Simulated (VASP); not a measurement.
Input of a VASP 6.6.1 run:

INCAR

```
SYSTEM = Ru
PREC = Accurate ; ENCUT = 520
EDIFF = 1E-6 ; ISMEAR = -1
SIGMA = 0.05 ; LREAL = .FALSE.
LASPH = .TRUE. ; NELM = 80
ALGO = Normal ; ISIF = 2
LWAVE = .FALSE. ; LCHARG = .FALSE.
GGA = PE ; NBANDS = 13
```

File KPOINTS:

```
Automatic mesh
0
G
  12 12 12
  0 0 0
```

File POSCAR:

```
Ru
1.0
    0.0000000000      1.8891184489      1.8891184489
    1.8891184489      0.0000000000      1.8891184489
    1.8891184489      1.8891184489      0.0000000000
Ru
1
Direct
    0.0000000000      0.0000000000      0.0000000000
```

Potentials or basis: VASP PAW PBE potentials, release 64 (Ru_pv).

Launch:

```console
$ cat potpaw_PBE.64/Ru_pv/POTCAR > POTCAR
$ mpirun -np 1 vasp_std > vasp.out
```

Q: What does it give for the band gap on the k mesh?

A: Zero (band 7 reaches 15.16 eV, above the bottom of band 8 at 11.68 eV).

Q: Predict the pressure.

A: 8.1 GPa.
